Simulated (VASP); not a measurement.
# GaFeC4N4 (P-43m) in VASP: a series of runs, part 2 of 2

VASP 6.6.1. The steps go on from the part before.

## 3. Single point, PBE, collinear spin, ferromagnetic start

This run uses another cell than the first one, of 20.37 Å³/atom.

INCAR reads:

```
SYSTEM = GaFeC4N4
PREC     = Accurate       ! precision mode
ENCUT    = 520            ! plane-wave cutoff, eV
EDIFF    = 1E-6           ! SCF threshold, eV
ISMEAR   = 0              ! smearing method
SIGMA    = 0.1            ! smearing width, eV
LREAL    = .False.        ! projectors in reciprocal space
LASPH    = .True.         ! aspherical terms in the spheres
NELM     = 150            ! most SCF steps
ALGO     = Normal         ! electronic algorithm
ISIF     = 2              ! what is computed and relaxed
LWAVE    = .False.        ! write WAVECAR
LCHARG   = .False.        ! write CHGCAR
ISPIN    = 2              ! spin polarisation
MAGMOM   = 0 4 0 0 0 0 0 0 0 0 ! initial moments
LORBIT   = 11             ! projections on sites
LMAXMIX  = 4              ! l up to which the mixer works
GGA      = PE             ! functional
NBANDS   = 44             ! bands
```

KPOINTS reads:

```
regular mesh
0
Gamma
  4 4 4
  0 0 0
```

POSCAR reads:

```
GaFeC4N4
1.0
    5.8843539400      0.0000000000      0.0000000000
    0.0000000000      5.8843539400      0.0000000000
    0.0000000000      0.0000000000      5.8843539400
Ga Fe C N
1 1 4 4
Direct
    0.0000000000      0.0000000000      0.0000000000
    0.5000000000      0.5000000000      0.5000000000
    0.1860282600      0.1860282600      0.1860282600
    0.1860282600      0.8139717400      0.8139717400
    0.8139717400      0.1860282600      0.8139717400
    0.8139717400      0.8139717400      0.1860282600
    0.3008241800      0.3008241800      0.3008241800
    0.3008241800      0.6991758200      0.6991758200
    0.6991758200      0.3008241800      0.6991758200
    0.6991758200      0.6991758200      0.3008241800
```

Potentials or basis: VASP PAW PBE potentials, release 64 (Ga_d, Fe, C, N).

On the command line:

```
$ cat potpaw_PBE.64/Ga_d/POTCAR potpaw_PBE.64/Fe/POTCAR potpaw_PBE.64/C/POTCAR potpaw_PBE.64/N/POTCAR > POTCAR
$ mpirun -np 1 vasp_std > vasp.out
```

OUTCAR:

```text
SYSTEM = GaFeC4N4
   PREC = Accurate
   ENCUT = 520
   EDIFF = 1E-6
   ISMEAR = 0
   LREAL = .False.
   LASPH = .True.
   NELM = 150
   ISIF = 2
   ISPIN = 2
   LORBIT = 11
   GGA = PE

 ion  position               nearest neighbor table
   1  0.000  0.000  0.000-   3 1.90   4 1.90   5 1.90   6 1.90
   2  0.500  0.500  0.500-   7 2.03   8 2.03   9 2.03  10 2.03
   3  0.186  0.186  0.186-   7 1.17   1 1.90
   4  0.186  0.814  0.814-   8 1.17   1 1.90
   5  0.814  0.186  0.814-   9 1.17   1 1.90
   6  0.814  0.814  0.186-  10 1.17   1 1.90
   7  0.301  0.301  0.301-   3 1.17   2 2.03
   8  0.301  0.699  0.699-   4 1.17   2 2.03
   9  0.699  0.301  0.699-   5 1.17   2 2.03
  10  0.699  0.699  0.301-   6 1.17   2 2.03

  LATTYP: Found a simple cubic cell.
 ALAT       =     5.8843539400

  Lattice vectors:

 A1 = (   5.8843539400,   0.0000000000,   0.0000000000)
 A2 = (   0.0000000000,   5.8843539400,   0.0000000000)
 A3 = (   0.0000000000,   0.0000000000,   5.8843539400)

Analysis of symmetry for initial positions (statically):
=====================================================================
 Subroutine PRICEL returns:
 Original cell was already a primitive cell.

 Routine SETGRP: Setting up the symmetry group for a
 simple cubic supercell.

 Subroutine GETGRP returns: Found 24 space group operations
 (whereof 24 operations were pure point group operations)
 out of a pool of 48 trial point group operations.

The static configuration has the point symmetry T_d .

Analysis of symmetry for dynamics (positions and initial velocities):
=====================================================================
 Subroutine PRICEL returns:
 Original cell was already a primitive cell.

 Routine SETGRP: Setting up the symmetry group for a
 simple cubic supercell.

[... 613 lines left out ...]
      2     -18.6151      1.00000
      3     -18.6151      1.00000
      4     -18.6151      1.00000
      5     -15.8771      1.00000
      6     -15.8771      1.00000
[... 419 lines left out ...]
     39       5.9796      0.00000
     40       6.3220      0.00000
 [bands above 40 left out]

------------------------ aborting loop because EDIFF is reached ----------------------------------------

  FORCE on cell =-STRESS in cart. coord.  units (eV):
  Direction    XX          YY          ZZ          XY          YZ          ZX
  --------------------------------------------------------------------------------------
  -------------------------------------------------------------------------------------
  Total        0.7998737      0.7998737      0.7998737     -0.0000000     -0.0000000      0.0000000
  in kB        6.2897830      6.2897830      6.2897830     -0.0000000     -0.0000000      0.0000000
  external PRESSURE =       6.2897830 kB  Pullay stress =       0.0000000 kB

 VOLUME and BASIS-vectors are now :
 -----------------------------------------------------------------------------
  energy-cutoff  :      520.00
  volume of cell :      203.75
      direct lattice vectors                 reciprocal lattice vectors
     5.884353940  0.000000000  0.000000000     0.169942191  0.000000000  0.000000000
     0.000000000  5.884353940  0.000000000     0.000000000  0.169942191  0.000000000
     0.000000000  0.000000000  5.884353940     0.000000000  0.000000000  0.169942191

 POSITION                                       TOTAL-FORCE (eV/Angst)
 -----------------------------------------------------------------------------------
      0.00000      0.00000      0.00000        -0.000000      0.000000     -0.000000
      2.94218      2.94218      2.94218        -0.000000      0.000000     -0.000000
      1.09466      1.09466      1.09466         0.682824      0.682824      0.682824
      1.09466      4.78970      4.78970         0.682824     -0.682824     -0.682824
      4.78970      1.09466      4.78970        -0.682824      0.682824     -0.682824
      4.78970      4.78970      1.09466        -0.682824     -0.682824      0.682824
      1.77016      1.77016      1.77016         0.456404      0.456404      0.456404
      1.77016      4.11420      4.11420         0.456404     -0.456404     -0.456404
      4.11420      1.77016      4.11420        -0.456404      0.456404     -0.456404
      4.11420      4.11420      1.77016        -0.456404     -0.456404      0.456404
 -----------------------------------------------------------------------------------
    total drift:                                0.000000      0.000000      0.000000

  FREE ENERGIE OF THE ION-ELECTRON SYSTEM (eV)
  ---------------------------------------------------
  free  energy   TOTEN  =       -77.5933591403 eV

  energy  without entropy=      -77.5933561883  energy(sigma->0) =      -77.59335766

 total charge

# of ion       s       p       d       tot
------------------------------------------
    1        0.802   1.130  10.150  12.081
    2        0.295   0.400   6.229   6.924
    3        0.944   1.697   0.000   2.641
    4        0.944   1.697   0.000   2.641
    5        0.944   1.697   0.000   2.641
    6        0.944   1.697   0.000   2.641
    7        1.305   2.547   0.000   3.852
    8        1.305   2.547   0.000   3.852
    9        1.305   2.547   0.000   3.852
   10        1.305   2.547   0.000   3.852
--------------------------------------------------
tot         10.092  18.504  16.379  44.975

 magnetization (x)

# of ion       s       p       d       tot
------------------------------------------
    1        0.001  -0.001  -0.003  -0.003
    2        0.014   0.061   2.713   2.788
    3        0.002   0.009   0.000   0.011
    4        0.002   0.009   0.000   0.011
    5        0.002   0.009   0.000   0.011
    6        0.002   0.009   0.000   0.011
    7        0.003  -0.006   0.000  -0.003
    8        0.003  -0.006   0.000  -0.003
    9        0.003  -0.006   0.000  -0.003
   10        0.003  -0.006   0.000  -0.003
--------------------------------------------------
tot          0.036   0.070   2.709   2.815
```

stdout:

```text
POSCAR found type information on POSCAR GaFeC N
 POSCAR found :  4 types and      10 ions
 scaLAPACK will be used
 LDA part: xc-table for (Slater+PW92), standard interpolation
 POSCAR, INCAR and KPOINTS ok, starting setup
 FFT: planning ... GRIDC
 FFT: planning ... GRID_SOFT
 FFT: planning ... GRID
 WAVECAR not read
 entering main loop
```

Wall time 3.3 min (1 thread of Intel Xeon Platinum 8488C (Sapphire Rapids), shared host); peak memory 0.47 GiB.

Results:

- Free energy: -77.5934 eV
- Pressure: 0.6 GPa
- Largest force: 1.183 eV/Å
- Band gap on the k mesh: 0.53 eV (least direct gap 0.72 eV)
- Net moment: 3.00 μB per cell
- Site moments: Ga -0.00; Fe +2.79; C +0.01; N -0.00 μB
- Valence electrons inside the program's atomic spheres: Ga 12.08; Fe 6.92; C 2.64; N 3.85

Forces in eV/Å, atoms in the order of the input:
```
Ga   0.000  0.000  0.000
Fe   0.000  0.000  0.000
C    0.683  0.683  0.683
C    0.683 -0.683 -0.683
C   -0.683  0.683 -0.683
C   -0.683 -0.683  0.683
N    0.456  0.456  0.456
N    0.456 -0.456 -0.456
N   -0.456  0.456 -0.456
N   -0.456 -0.456  0.456
```

Levels at points of the mesh, in eV from the valence-band top:
Spin up:
```
           k point  band 26  band 27  band 28  band 29  band 30  band 31  band 32  band 33  band 34  band 35
(0.00, 0.00, 0.00)    -1.71    -1.71    -1.71    -1.61    -1.61     1.66     1.66     1.66     2.45     2.45
(0.50, 0.00, 0.00)    -1.61    -1.60    -1.51    -1.51    -1.50     1.63     1.63     1.95     2.19     2.39
(0.50, 0.50, 0.00)    -1.62    -1.60    -1.51    -1.48    -1.48     1.87     1.87     1.94     2.13     2.49
(0.50, 0.50, 0.50)    -1.63    -1.63    -1.63    -1.59    -1.59     2.00     2.00     2.00     2.51     2.51
```
Spin down:
```
           k point  band 24  band 25  band 26  band 27  band 28  band 29  band 30  band 31
(0.00, 0.00, 0.00)    -5.06    -5.06    -0.20    -0.20     0.53     0.53     0.53     2.70
(0.50, 0.00, 0.00)    -4.96    -4.96    -0.25     0.00     0.99     1.03     1.03     2.06
(0.50, 0.50, 0.00)    -5.02    -5.02    -0.22    -0.02     0.96     1.31     1.31     1.95
(0.50, 0.50, 0.50)    -4.98    -4.98    -0.18    -0.18     0.91     0.91     0.91     2.65
```

Caveat: semilocal functionals underestimate gaps, and a narrow one can read as zero; a cell with one magnetic atom can't hold antiferromagnetic order, which such compounds often take; forces of over 1 eV/Å act on the atoms, so gaps and moduli don't describe the material at rest.
